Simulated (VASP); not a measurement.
# Ag (Fm-3m) in VASP: further runs, part 2 of 2

VASP 6.6.1.

## Step 5: Single point, LDA

This run uses another cell than the first one, of 16.02 Å³/atom, 0.994 times its volume.

The input, INCAR:

```
SYSTEM = Ag
  PREC = Accurate
  ENCUT = 520
  EDIFF = 1E-7
  ISMEAR = 0
  SIGMA = 0.1
  LREAL = .FALSE.
  LASPH = .TRUE.
  NELM = 100
  ALGO = Normal
  ISIF = 2
  LWAVE = .FALSE.
  LCHARG = .TRUE.
  LELF = .TRUE.
  LVHAR = .TRUE.
  NBANDS = 12
```

The input, KPOINTS:

```
Automatic mesh
0
G
  16 16 16
  0 0 0
```

The input, POSCAR:

```
Ag
1.0
    0.0000000000      2.0009086786      2.0009086786
    2.0009086786      0.0000000000      2.0009086786
    2.0009086786      2.0009086786      0.0000000000
Ag
1
Direct
    0.0000000000      0.0000000000      0.0000000000
```

Potentials or basis: VASP PAW LDA potentials, release 64 (Ag).

Launch:

```sh
> cat potpaw_LDA.64/Ag/POTCAR > POTCAR
> mpirun -np 1 vasp_std > vasp.out
```

OUTCAR:

```text
SYSTEM = Ag
   PREC = Accurate
   ENCUT = 520
   EDIFF = 1E-7
   ISMEAR = 0
   LREAL = .FALSE.
   LASPH = .TRUE.
   NELM = 100
   ISIF = 2

 ion  position               nearest neighbor table
   1  0.000  0.000  0.000-

  LATTYP: Found a face centered cubic cell.
 ALAT       =     4.0018173572

  Lattice vectors:

 A1 = (   0.0000000000,   2.0009086786,   2.0009086786)
 A2 = (   2.0009086786,   0.0000000000,   2.0009086786)
 A3 = (   2.0009086786,   2.0009086786,   0.0000000000)

Analysis of symmetry for initial positions (statically):
[... 530 lines left out ...]
      5       5.1284      2.00000
      6       5.2421      2.00000
      7      25.2805      0.00000
      8      27.1131      0.00000
      9      28.5299      0.00000
     10      29.7063      0.00000
     11      33.5003      0.00000
     12      35.4160      0.00000

 [... further k-points ...]
[... 5 lines left out ...]
  --------------------------------------------------------------------------------------
  -------------------------------------------------------------------------------------
  Total        0.0077815      0.0077815      0.0077815      0.0000000      0.0000000     -0.0000000
  in kB        0.7781446      0.7781446      0.7781446      0.0000000      0.0000000     -0.0000000
  external PRESSURE =       0.7781446 kB  Pullay stress =       0.0000000 kB

 VOLUME and BASIS-vectors are now :
 -----------------------------------------------------------------------------
  energy-cutoff  :      520.00
  volume of cell :       16.02
      direct lattice vectors                 reciprocal lattice vectors
     0.000000000  2.000908679  2.000908679    -0.249886467  0.249886467  0.249886467
     2.000908679  0.000000000  2.000908679     0.249886467 -0.249886467  0.249886467
     2.000908679  2.000908679  0.000000000     0.249886467  0.249886467 -0.249886467

 POSITION                                       TOTAL-FORCE (eV/Angst)
 -----------------------------------------------------------------------------------
      0.00000      0.00000      0.00000         0.000000      0.000000      0.000000
 -----------------------------------------------------------------------------------
    total drift:                               -0.000000     -0.000000     -0.000000

  FREE ENERGIE OF THE ION-ELECTRON SYSTEM (eV)
  ---------------------------------------------------
  free  energy   TOTEN  =        -3.7837752473 eV

  energy  without entropy=       -3.7821589938  energy(sigma->0) =       -3.78296712
```

OSZICAR:

```text
N       E                     dE             d eps       ncg     rms          rms(c)
DAV:   1     0.506061832354E+02    0.50606E+02   -0.55087E+03  3520   0.838E+02
DAV:   2    -0.328083618374E+01   -0.53887E+02   -0.51177E+02  4052   0.195E+02
DAV:   3    -0.411219973443E+01   -0.83136E+00   -0.83107E+00  4104   0.255E+01
DAV:   4    -0.411469237979E+01   -0.24926E-02   -0.24926E-02  4068   0.146E+00
DAV:   5    -0.411471106322E+01   -0.18683E-04   -0.18684E-04  4132   0.113E-01    0.649E+00
DAV:   6    -0.380244722158E+01    0.31226E+00   -0.11996E+00  3796   0.980E+00    0.394E+00
DAV:   7    -0.378886488298E+01    0.13582E-01   -0.12358E-02  3988   0.102E+00    0.215E+00
DAV:   8    -0.378376309070E+01    0.51018E-02   -0.98514E-04  3964   0.269E-01    0.101E-01
DAV:   9    -0.378377644432E+01   -0.13354E-04   -0.71766E-06  4052   0.214E-02    0.189E-02
DAV:  10    -0.378377527454E+01    0.11698E-05   -0.20452E-06  4056   0.113E-02    0.422E-03
DAV:  11    -0.378377524726E+01    0.27278E-07   -0.39814E-08  2648   0.156E-03
   1 F= -.37837752E+01 E0= -.37829671E+01  d E =-.161625E-02
```

stdout:

```text
POSCAR found type information on POSCAR Ag
 POSCAR found :  1 types and       1 ions
 scaLAPACK will be used
 LDA part: xc-table for (Slater(with rela. corr.)+CA(PZ))
 , standard interpolation
 POSCAR, INCAR and KPOINTS ok, starting setup
 FFT: planning ... GRIDC
 FFT: planning ... GRID_SOFT
 FFT: planning ... GRID
 WAVECAR not read
 entering main loop
```

It took 22 s on 1 thread of Intel Xeon 8259CL, shared host; peak memory 0.15 GiB.

Results:

| Quantity | Value |
| --- | --- |
| Free energy | -3.7838 eV |
| Pressure | 0.1 GPa |

## Step 6: Single point, LDA

This run uses another cell than the first one, of 16.03 Å³/atom, 0.995 times its volume.

The input, INCAR:

```
SYSTEM = Ag
ALGO     = Normal         ! electronic algorithm
EDIFF    = 1E-7           ! SCF threshold, eV
ENCUT    = 520            ! plane-wave cutoff, eV
GGA      = CA             ! functional
ISIF     = 2              ! what is computed and relaxed
ISMEAR   = -1             ! smearing method
LASPH    = .TRUE.         ! aspherical terms in the spheres
LCHARG   = .TRUE.         ! write CHGCAR
LELF     = .TRUE.         ! ELF
LREAL    = .FALSE.        ! projectors in reciprocal space
LVHAR    = .TRUE.       
LWAVE    = .FALSE.        ! write WAVECAR
NBANDS   = 12             ! bands
NELM     = 60             ! most SCF steps
PREC     = Accurate       ! precision mode
SIGMA    = 0.15           ! smearing width, eV
```

The input, KPOINTS:

```
k-points
0
G
  16 16 16
  0 0 0
```

The input, POSCAR:

```
Ag
1.0
    0.0000000000      2.0011763467      2.0011763467
    2.0011763467      0.0000000000      2.0011763467
    2.0011763467      2.0011763467      0.0000000000
Ag
1
Direct
    0.0000000000      0.0000000000      0.0000000000
```

Potentials or basis: VASP PAW LDA potentials, release 64 (Ag).

Launch:

```sh
> cat potpaw_LDA.64/Ag/POTCAR > POTCAR
> mpirun -np 1 vasp_std > vasp.out
```

OUTCAR:

```text
SYSTEM = Ag
   EDIFF = 1E-7
   ENCUT = 520
   GGA = CA
   ISIF = 2
   ISMEAR = -1
   LASPH = .TRUE.
   LREAL = .FALSE.
   NELM = 60
   PREC = Accurate

 ion  position               nearest neighbor table
   1  0.000  0.000  0.000-

  LATTYP: Found a face centered cubic cell.
 ALAT       =     4.0023526934

  Lattice vectors:

 A1 = (   0.0000000000,   2.0011763467,   2.0011763467)
 A2 = (   2.0011763467,   0.0000000000,   2.0011763467)
 A3 = (   2.0011763467,   2.0011763467,   0.0000000000)

Analysis of symmetry for initial positions (statically):
=====================================================================
 Subroutine PRICEL returns:
 Original cell was already a primitive cell.

 Routine SETGRP: Setting up the symmetry group for a
 face centered cubic supercell.

 Subroutine GETGRP returns: Found 48 space group operations
 (whereof 48 operations were pure point group operations)
 out of a pool of 48 trial point group operations.

The static configuration has the point symmetry O_h .

Analysis of symmetry for dynamics (positions and initial velocities):
=====================================================================
 Subroutine PRICEL returns:
 Original cell was already a primitive cell.

 Routine SETGRP: Setting up the symmetry group for a
 face centered cubic supercell.

 Subroutine GETGRP returns: Found 48 space group operations
 (whereof 48 operations were pure point group operations)
 out of a pool of 48 trial point group operations.

The dynamic configuration has the point symmetry O_h .

 Subroutine INISYM returns: Found 48 space group operations
 (whereof 48 operations are pure point group operations),
 and found     1 'primitive' translations

----------------------------------------------------------------------------------------

                                     Primitive cell

  volume of cell :      16.0282

  direct lattice vectors                    reciprocal lattice vectors
     0.000000000  2.001176347  2.001176347    -0.249853043  0.249853043  0.249853043
     2.001176347  0.000000000  2.001176347     0.249853043 -0.249853043  0.249853043
     2.001176347  2.001176347  0.000000000     0.249853043  0.249853043 -0.249853043

  length of vectors
     2.830090730  2.830090730  2.830090730     0.432758165  0.432758165  0.432758165

  position of ions in fractional coordinates (direct lattice)
     0.000000000  0.000000000  0.000000000

  ion indices of the primitive-cell ions
   primitive index   ion index
                 1           1

----------------------------------------------------------------------------------------

 KPOINTS: k-points

Automatic generation of k-mesh.
 Grid dimensions read from file:
 generate k-points for:   16   16   16

 Generating k-lattice:

  Cartesian coordinates                     Fractional coordinates (reciprocal lattice)
    -0.015615815  0.015615815  0.015615815     0.062500000  0.000000000  0.000000000
     0.015615815 -0.015615815  0.015615815     0.000000000  0.062500000  0.000000000
     0.015615815  0.015615815 -0.015615815     0.000000000  0.000000000  0.062500000

  Length of vectors
     0.027047385  0.027047385  0.027047385

  Shift w.r.t. Gamma in fractional coordinates (k-lattice)
     0.000000000  0.000000000  0.000000000

 Subroutine IBZKPT returns following result:
 ===========================================

 Found    145 irreducible k-points:

 Following reciprocal coordinates:
            Coordinates               Weight
  0.000000  0.000000  0.000000      1.000000
  0.062500  0.000000  0.000000      8.000000
  0.125000  0.000000  0.000000      8.000000
  0.187500  0.000000  0.000000      8.000000
  0.250000  0.000000  0.000000      8.000000
  0.312500  0.000000  0.000000      8.000000
[... 16 lines left out ...]
 -0.125000  0.062500  0.000000     24.000000
 -0.062500  0.062500  0.000000     12.000000
 [... further k-points ...]
   k-points           NKPTS =    145   k-points in BZ     NKDIM =    145   number of bands    NBANDS=     12
   number of dos      NEDOS =    301   number of ions     NIONS =      1
   total plane-waves  NPLWV =  13824
   dimension x,y,z NGX =    24 NGY =   24 NGZ =   24
   dimension x,y,z NGXF=    48 NGYF=   48 NGZF=   48
   ions per type =               1
   NGX,Y,Z   is equivalent  to a cutoff of  14.10, 14.10, 14.10 a.u.
   NGXF,Y,Z  is equivalent  to a cutoff of  28.20, 28.20, 28.20 a.u.
 SYSTEM =  Ag
   PREC   = accura    normal or accurate (medium, high low for compatibility)
   ISTART =      0    job   : 0-new  1-cont  2-samecut
   ICHARG =      2    charge: 1-file 2-atom 10-const
   ISPIN  =      1    spin polarized calculation?
   LNONCOLLINEAR =      F non collinear calculations
   LSORBIT =      F    spin-orbit coupling
   LASPH  =      T    aspherical Exc in radial PAW
   ENCUT  =  520.0 eV  38.22 Ry    6.18 a.u.   5.26  5.26  5.26*2*pi/ulx,y,z
   NELM   =     60;   NELMIN=  2; NELMDL= -5     # of ELM steps
   EDIFF  = 0.1E-06   stopping-criterion for ELM
   LREAL  =      F    real-space projection
   EDIFFG = 0.1E-05   stopping-criterion for IOM
   NSW    =      0    number of steps for IOM
   IBRION =     -1    ionic relax: 0-MD 1-quasi-New 2-CG
   NFREE  =      0    steps in history (QN), initial steepest desc. (CG)
   ISIF   =      2    stress and relaxation
   ISYM   =      2    0-nonsym 1-usesym 2-fastsym
   POTIM  = 0.5000    time-step for ionic-motion
   TEBEG  =    0.0;   TEEND  =   0.0 temperature during run
   PSTRESS=    0.0 pullay stress
   NELECT =      11.0000    total number of electrons
   NUPDOWN=      -1.0000    fix difference up-down
   EMIN   =  10.00;   EMAX   =-10.00  energy-range for DOS
   EFERMI =   0.00;   METHOD = LEGACY
   ISMEAR =    -1;   SIGMA  =   0.15  broadening in eV -4-tet -1-fermi 0-gaus
   EFERMI_NEDOS =   21; number of points for ismear=-14 and -15
   IALGO  =     38    algorithm
   IMIX   =      4    mixing-type and parameters
     AMIX     =   0.40;   BMIX     =  1.00
     AMIX_MAG =   1.60;   BMIX_MAG =  1.00
  volume/ion in A,a.u.               =      16.03       108.16
  Fermi-wavevector in a.u.,A,eV,Ry     =   1.444033  2.728826 28.371283  2.085230
  Thomas-Fermi vector in A             =   2.562373
   LORBIT       =      0    0 simple, 1 ext, 2 COOP (PROOUT), +10 PAW based schemes
   GGA     = CA    functional components
   LHFCALC =     F    Hartree Fock is set to
   AEXX    =    0.0000 exact exchange contribution
   IVDW    =     0    specifies the selected vdW correction
   LEPSILON=     F    determine dielectric tensor
   LRPA    =     F    only Hartree local field effects (RPA)
 non-spin polarized calculation
  energy-cutoff  :      520.00
  volume of cell :       16.03
 maximum number of plane-waves:       445
 NGX is ok and might be reduce to    24
   NGX = 11   NGY = 11   NGZ = 11

 number of electron      11.0000002 magnetization

 Free energy of the ion-electron system (eV)
  ---------------------------------------------------
  ext. energy  EPLUGINS =         0.00000000
  ---------------------------------------------------
  free energy    TOTEN  =        -3.79223847 eV

  energy without entropy =       -3.77397854  energy(sigma->0) =       -3.78310850

 E-fermi :   9.0400     XC(G=0): -12.9508

 val. band max:        9.0181691817   @ k =   0.5000   0.3125   0.1250
 cond. band min:       9.2893612452   @ k =   0.5000   0.3750   0.1250
 fundamental gap:      0.2711920635
 Fermi energy:         9.0399632699

 k-point     1 :       0.0000    0.0000    0.0000
  band No.  band energies     occupation
      1       0.7527      2.00000
      2       4.0383      2.00000
      3       4.0383      2.00000
      4       4.0383      2.00000
      5       5.2140      2.00000
      6       5.2140      2.00000
      7      25.1829      0.00000
      8      29.0580      0.00000
      9      29.0580      0.00000
     10      29.0580      0.00000
     11      34.2355      0.00000
     12      35.6539      0.00000

 k-point     2 :       0.0625    0.0000    0.0000
  band No.  band energies     occupation
      1       0.8813      2.00000
      2       4.0056      2.00000
      3       4.0761      2.00000
      4       4.0761      2.00000
      5       5.1988      2.00000
      6       5.1988      2.00000
      7      25.2376      0.00000
      8      28.0567      0.00000
      9      29.1373      0.00000
     10      29.1373      0.00000
     11      34.3630      0.00000
     12      35.4424      0.00000
[... 316 lines left out ...]
 k-point    24 :      -0.0625    0.0625    0.0000
  band No.  band energies     occupation
      1       1.0906      2.00000
      2       3.9392      2.00000
      3       4.1280      2.00000
      4       4.1593      2.00000
      5       5.1225      2.00000
      6       5.2361      2.00000
      7      25.2733      0.00000
      8      27.1039      0.00000
      9      28.5203      0.00000
     10      29.6969      0.00000
     11      33.4885      0.00000
     12      35.4042      0.00000

 [... further k-points ...]
[... 5 lines left out ...]
  --------------------------------------------------------------------------------------
  -------------------------------------------------------------------------------------
  Total        0.0082014      0.0082014      0.0082014      0.0000000      0.0000000      0.0000000
  in kB        0.8198116      0.8198116      0.8198116      0.0000000      0.0000000      0.0000000
  external PRESSURE =       0.8198116 kB  Pullay stress =       0.0000000 kB

 VOLUME and BASIS-vectors are now :
 -----------------------------------------------------------------------------
  energy-cutoff  :      520.00
  volume of cell :       16.03
      direct lattice vectors                 reciprocal lattice vectors
     0.000000000  2.001176347  2.001176347    -0.249853043  0.249853043  0.249853043
     2.001176347  0.000000000  2.001176347     0.249853043 -0.249853043  0.249853043
     2.001176347  2.001176347  0.000000000     0.249853043  0.249853043 -0.249853043

 POSITION                                       TOTAL-FORCE (eV/Angst)
 -----------------------------------------------------------------------------------
      0.00000      0.00000      0.00000        -0.000000      0.000000      0.000000
 -----------------------------------------------------------------------------------
    total drift:                               -0.000000      0.000000      0.000000

  FREE ENERGIE OF THE ION-ELECTRON SYSTEM (eV)
  ---------------------------------------------------
  free  energy   TOTEN  =        -3.7922384690 eV

  energy  without entropy=       -3.7739785408  energy(sigma->0) =       -3.78310850
```

Wall time 22 s (1 thread of Intel Xeon 8259CL, shared host); peak memory 0.15 GiB.

What came out:

```yaml
Free_energy: -3.7922 eV
Pressure: 0.1 GPa
```

## Step 7: The runs side by side

```csv
task,cell,k mesh,cutoff (eV),smearing,gap on the mesh (eV),pressure (GPa)
single point,"a = 2.835 Å, angles 60.0°, 1 atom",8 × 8 × 8,520,gaussian 0.1 eV,none,0.1
single point,"a = 2.924 Å, angles 60.0°, 1 atom",8 × 8 × 8,520,gaussian 0.1 eV,none,-9.7
relaxation of cell and atoms,"relaxed from a = 2.924 Å, angles 60.0°, 1 atom",8 × 8 × 8,600,gaussian 0.1 eV,none,-0.1
single point,"a = 2.830 Å, angles 60.0°, 1 atom",16 × 16 × 16,520,gaussian 0.1 eV,none,0.1
single point,"a = 2.830 Å, angles 60.0°, 1 atom",16 × 16 × 16,520,fermi-dirac 0.15 eV,none,0.1
```

Alike in all rows: level LDA; potentials or basis VASP PAW LDA potentials, release 64 (Ag); no spin polarisation.

Total energies depend on the potentials used, so only differences within one code and one set of settings carry meaning.
